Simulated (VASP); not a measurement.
# CO2 in VASP: further runs

The runs below take CO2 through single point, with PBE.

Everything below comes from runs of VASP 6.6.1. Logs are shortened: lines on timing, memory, paths and dates and some standing lists are left out, and cuts for length are marked.

### Step 1. The cell of the first run

The cell holds a molecule in a box, 3 atoms: a = 12.000 Å, b = 12.000 Å, c = 12.000 Å, α = 90.00°, β = 90.00°, γ = 90.00°.

### Step 2. Single point, PBE

INCAR

```
PREC     = Accurate       # precision mode
ENCUT    = 520            # plane-wave cutoff, eV
EDIFF    = 1E-6           # SCF threshold, eV
ISMEAR   = 0              # smearing method
SIGMA    = 0.01           # smearing width, eV
LREAL    = F              # projectors in reciprocal space
LASPH    = T              # aspherical terms in the spheres
NELM     = 80             # most SCF steps
ALGO     = Normal         # electronic algorithm
ISIF     = 2              # what is computed and relaxed
LWAVE    = F              # write WAVECAR
LCHARG   = T              # write CHGCAR
GGA      = PE             # functional
LELF     = T              # ELF
LVHAR    = T            
NBANDS   = 15             # bands
```

KPOINTS

```
regular mesh
0
Gamma
  1 1 1
```

POSCAR

```
CO2
1.0
   12.0000000000      0.0000000000      0.0000000000
    0.0000000000     12.0000000000      0.0000000000
    0.0000000000      0.0000000000     12.0000000000
C O
1 2
Direct
    0.5000000000      0.5000000000      0.5000000000
    0.5000000000      0.5000000000      0.5966666667
    0.5000000000      0.5000000000      0.4033333333
```

Potentials or basis: VASP PAW PBE potentials, release 64 (C, O).

Launch:

```console
cat potpaw_PBE.64/C/POTCAR potpaw_PBE.64/O/POTCAR > POTCAR
mpirun -np 1 vasp_gam > vasp.out
```

OUTCAR:

```text
PREC = Accurate
   ENCUT = 520
   EDIFF = 1E-6
   ISMEAR = 0
   LREAL = F
   LASPH = T
   NELM = 80
   ISIF = 2
   GGA = PE

 ion  position               nearest neighbor table
   1  0.500  0.500  0.500-   2 1.16   3 1.16
   2  0.500  0.500  0.597-   1 1.16
   3  0.500  0.500  0.403-   1 1.16

  LATTYP: Found a simple cubic cell.
 ALAT       =    12.0000000000

  Lattice vectors:

 A1 = (  12.0000000000,   0.0000000000,   0.0000000000)
 A2 = (   0.0000000000,  12.0000000000,   0.0000000000)
 A3 = (   0.0000000000,   0.0000000000,  12.0000000000)

Analysis of symmetry for initial positions (statically):
=====================================================================
 Subroutine PRICEL returns:
 Original cell was already a primitive cell.

 Routine SETGRP: Setting up the symmetry group for a
 simple cubic supercell.

 Subroutine GETGRP returns: Found 16 space group operations
 (whereof 16 operations were pure point group operations)
 out of a pool of 48 trial point group operations.

The static configuration has the point symmetry D_4h.

Analysis of symmetry for dynamics (positions and initial velocities):
=====================================================================
 Subroutine PRICEL returns:
 Original cell was already a primitive cell.

 Routine SETGRP: Setting up the symmetry group for a
 simple cubic supercell.

 Subroutine GETGRP returns: Found 16 space group operations
 (whereof 16 operations were pure point group operations)
 out of a pool of 48 trial point group operations.

The dynamic configuration has the point symmetry D_4h.

 Subroutine INISYM returns: Found 16 space group operations
 (whereof 16 operations are pure point group operations),
 and found     1 'primitive' translations

----------------------------------------------------------------------------------------

                                     Primitive cell

  volume of cell :    1728.0000

  direct lattice vectors                    reciprocal lattice vectors
    12.000000000  0.000000000  0.000000000     0.083333333  0.000000000  0.000000000
     0.000000000 12.000000000  0.000000000     0.000000000  0.083333333  0.000000000
     0.000000000  0.000000000 12.000000000     0.000000000  0.000000000  0.083333333

  length of vectors
    12.000000000 12.000000000 12.000000000     0.083333333  0.083333333  0.083333333

[... 59 lines left out ...]
   LREAL  =      F    real-space projection
   EDIFFG = 0.1E-04   stopping-criterion for IOM
   NSW    =      0    number of steps for IOM
   IBRION =     -1    ionic relax: 0-MD 1-quasi-New 2-CG
   NFREE  =      0    steps in history (QN), initial steepest desc. (CG)
   ISIF   =      2    stress and relaxation
   ISYM   =      2    0-nonsym 1-usesym 2-fastsym
   POTIM  = 0.5000    time-step for ionic-motion
   TEBEG  =    0.0;   TEEND  =   0.0 temperature during run
   PSTRESS=    0.0 pullay stress
   NELECT =      16.0000    total number of electrons
   NUPDOWN=      -1.0000    fix difference up-down
   EMIN   =  10.00;   EMAX   =-10.00  energy-range for DOS
   EFERMI =   0.00;   METHOD = LEGACY
   ISMEAR =     0;   SIGMA  =   0.01  broadening in eV -4-tet -1-fermi 0-gaus
   EFERMI_NEDOS =   21; number of points for ismear=-14 and -15
   IALGO  =     38    algorithm
   IMIX   =      4    mixing-type and parameters
     AMIX     =   0.40;   BMIX     =  1.00
     AMIX_MAG =   1.60;   BMIX_MAG =  1.00
  volume/ion in A,a.u.               =     576.00      3887.04
  Fermi-wavevector in a.u.,A,eV,Ry     =   0.343769  0.649630  1.607899  0.118177
  Thomas-Fermi vector in A             =   1.250223
   LORBIT       =      0    0 simple, 1 ext, 2 COOP (PROOUT), +10 PAW based schemes
   GGA     = PE    functional components
   LHFCALC =     F    Hartree Fock is set to
   AEXX    =    0.0000 exact exchange contribution
   IVDW    =     0    specifies the selected vdW correction
   LEPSILON=     F    determine dielectric tensor
   LRPA    =     F    only Hartree local field effects (RPA)
 non-spin polarized calculation
 Gauss-broadening in eV      SIGMA  =   0.01
  energy-cutoff  :      520.00
  volume of cell :     1728.00
 maximum number of plane-waves:     23293
 NGX is ok and might be reduce to    90
   NGX = 45   NGY = 45   NGZ = 45

 number of electron      15.9999992 magnetization

 Free energy of the ion-electron system (eV)
  ---------------------------------------------------
  ext. energy  EPLUGINS =         0.00000000
  ---------------------------------------------------
  free energy    TOTEN  =       -22.93742693 eV

  energy without entropy =      -22.93742693  energy(sigma->0) =      -22.93742693

 E-fermi :  -8.8638     XC(G=0):  -0.4334

 val. band max:       -8.9635545291   @ k =   0.0000   0.0000   0.0000
 cond. band min:      -0.8658552041   @ k =   0.0000   0.0000   0.0000
 fundamental gap:      8.0976993250
 Fermi energy:        -8.8638357871

 k-point     1 :       0.0000    0.0000    0.0000
  band No.  band energies     occupation
      1     -29.2327      2.00000
      2     -28.2250      2.00000
      3     -13.5759      2.00000
      4     -12.6660      2.00000
      5     -12.6660      2.00000
      6     -12.4744      2.00000
      7      -8.9636      2.00000
      8      -8.9636      2.00000
      9      -0.8659      0.00000
     10      -0.2096      0.00000
     11      -0.2096      0.00000
     12       0.3559      0.00000
     13       0.7880      0.00000
     14       0.7880      0.00000
     15       0.8580      0.00000

------------------------ aborting loop because EDIFF is reached ----------------------------------------

  FORCE on cell =-STRESS in cart. coord.  units (eV):
  Direction    XX          YY          ZZ          XY          YZ          ZX
  --------------------------------------------------------------------------------------
  -------------------------------------------------------------------------------------
  Total       -0.0676827     -0.0676827      4.0941603     -0.0000000      0.0000000      0.0000000
  in kB       -0.0627544     -0.0627544      3.7960479     -0.0000000      0.0000000      0.0000000
  external PRESSURE =       1.2235130 kB  Pullay stress =       0.0000000 kB

 VOLUME and BASIS-vectors are now :
 -----------------------------------------------------------------------------
  energy-cutoff  :      520.00
  volume of cell :     1728.00
      direct lattice vectors                 reciprocal lattice vectors
    12.000000000  0.000000000  0.000000000     0.083333333  0.000000000  0.000000000
     0.000000000 12.000000000  0.000000000     0.000000000  0.083333333  0.000000000
     0.000000000  0.000000000 12.000000000     0.000000000  0.000000000  0.083333333

 POSITION                                       TOTAL-FORCE (eV/Angst)
 -----------------------------------------------------------------------------------
      6.00000      6.00000      6.00000         0.000000      0.000000      0.000000
      6.00000      6.00000      7.16000         0.000000     -0.000000      1.803803
      6.00000      6.00000      4.84000         0.000000      0.000000     -1.803803
 -----------------------------------------------------------------------------------
    total drift:                                0.000000     -0.000000     -0.000000

  FREE ENERGIE OF THE ION-ELECTRON SYSTEM (eV)
  ---------------------------------------------------
  free  energy   TOTEN  =       -22.9374269291 eV

  energy  without entropy=      -22.9374269291  energy(sigma->0) =      -22.93742693
```

Run time: 3.3 min. Hardware: 1 thread of Intel Xeon 8259CL, shared host; peak memory 1.1 GiB.

Results:

* Free energy: -22.9374 eV
* Largest force: 1.804 eV/Å
* Gap between the frontier levels: 8.10 eV

Forces in eV/Å, atoms in the order of the input:
```
C    0.000  0.000  0.000
O    0.000  0.000  1.804
O    0.000  0.000 -1.804
```

### Step 3. Single point, PBE

Edit INCAR of step 2 so:

```diff
@@ -1,3 +1,3 @@
 PREC     = Accurate       # precision mode
-ENCUT    = 520            # plane-wave cutoff, eV
+ENCUT    = 910            # plane-wave cutoff, eV
 EDIFF    = 1E-6           # SCF threshold, eV
@@ -7,3 +7,3 @@
 LASPH    = T              # aspherical terms in the spheres
-NELM     = 80             # most SCF steps
+NELM     = 120            # most SCF steps
 ALGO     = Normal         # electronic algorithm
@@ -16 +16,3 @@
 NBANDS   = 15             # bands
+GGA_COMPAT= F            
+NELMDL   = -8
```

KPOINTS is that of step 2.

POSCAR is that of step 2.

Potentials or basis: VASP PAW PBE potentials, release 64 (C_h, O_h).

Launch:

```console
cat potpaw_PBE.64/C_h/POTCAR potpaw_PBE.64/O_h/POTCAR > POTCAR
mpirun -np 1 vasp_gam > vasp.out
```

It took 3 min on 1 thread of Intel Xeon 6975P-C (Granite Rapids), shared host; peak memory 2.3 GiB.

Results (log left out):

| Property | Result |
| --- | --- |
| Free energy | -23.2184 eV |
| Largest force | 1.141 eV/Å |
| Gap between the frontier levels | 8.10 eV |

Forces on the atoms (eV/Å):
```
C    0.000  0.000  0.000
O    0.000  0.000  1.141
O    0.000  0.000 -1.141
```

Levels at points of the mesh, in eV from the valence-band top:
| k point | band 5 | band 6 | band 7 | band 8 | band 9 | band 10 | band 11 | band 12 |
| --- | --- | --- | --- | --- | --- | --- | --- | --- |
| (0.00, 0.00, 0.00) | -3.68 | -3.60 | 0.00 | 0.00 | 8.10 | 8.78 | 8.78 | 9.30 |

Caveat: the cutoff is under 1.25 times the usual one of these potentials, so pressure, stress and relaxed cells hold a basis-set (Pulay) error.
